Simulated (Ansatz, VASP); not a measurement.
## Two plane-wave programs on KI

```
K I
1.0
     0.00000    3.96589    3.96589
     3.96589    0.00000    3.96589
     3.96589    3.96589    0.00000
K I
1 1
Direct
  0.00000 0.00000 0.00000
  0.25000 0.25000 0.25000
```

Alike in both runs: task single point; functional PBE0; k mesh 4 × 4 × 4; no spin polarisation.

```csv
,VASP,Ansatz
version,VASP 6.6.1,Ansatz 0.2.0
potentials or method,"VASP PAW PBE potentials, release 64 (K_sv, I)","plane waves, PAW"
plane-wave cutoff (eV),520,420
occupations,"gaussian, width 0.01 eV",fixed
valence electrons in the cell,16,26
```

|  | VASP | Ansatz | Ansatz less VASP |
| --- | --- | --- | --- |
| gap on the k mesh at the Fermi level (eV) | 5.60 | 5.60 | -0.005 |
| pressure (GPa) | 0.1 | 0.1 | +0.01 |

VASP's potentials hold 16 valence electrons a cell and Ansatz's 26, so a difference there can come from the potentials and not from the codes. Ansatz's warnings: stress exchange threshold loose, stress scf threshold loose.

Spin-orbit coupling is off throughout.
